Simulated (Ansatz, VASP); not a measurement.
**Two plane-wave programs on Zr2C**

```
Zr C
1.0
     1.65082    0.95310    5.32716
    -1.65082    0.95310    5.32716
     0.00000   -1.90620    5.32716
Zr C
2 1
Direct
  0.24496 0.24496 0.24496
  0.75504 0.75504 0.75504
  0.50000 0.50000 0.50000
```

Alike in both runs: functional PBEsol; k mesh 12 × 12 × 12; occupations gaussian, width 0.1 eV; no spin polarisation.

Ansatz relaxed the structure, and its values are those at the end. VASP's run is a single point on that final structure, the one shown.

```csv
,VASP,Ansatz
version,VASP 6.6.1,Ansatz 0.2.0
potentials or method,"VASP PAW PBE potentials, release 64 (Zr_sv, C), cutoff 520 eV","scalar-relativistic, plane waves, PAW"
valence electrons in the cell,28,28
```

```csv
,VASP,Ansatz,Ansatz less VASP
gap on the k mesh at the Fermi level (eV),none,none,-
pressure (GPa),0.3,0.1,-0.24
rms of the force components (eV/Å),0.009,0.003,-0.0056
```

VASP's potentials were made for PBE, not for PBEsol. A gap of «none» marks a metal or a gap that the smearing closes. With one functional, cell and mesh, what is left measures potentials, basis and numerics.
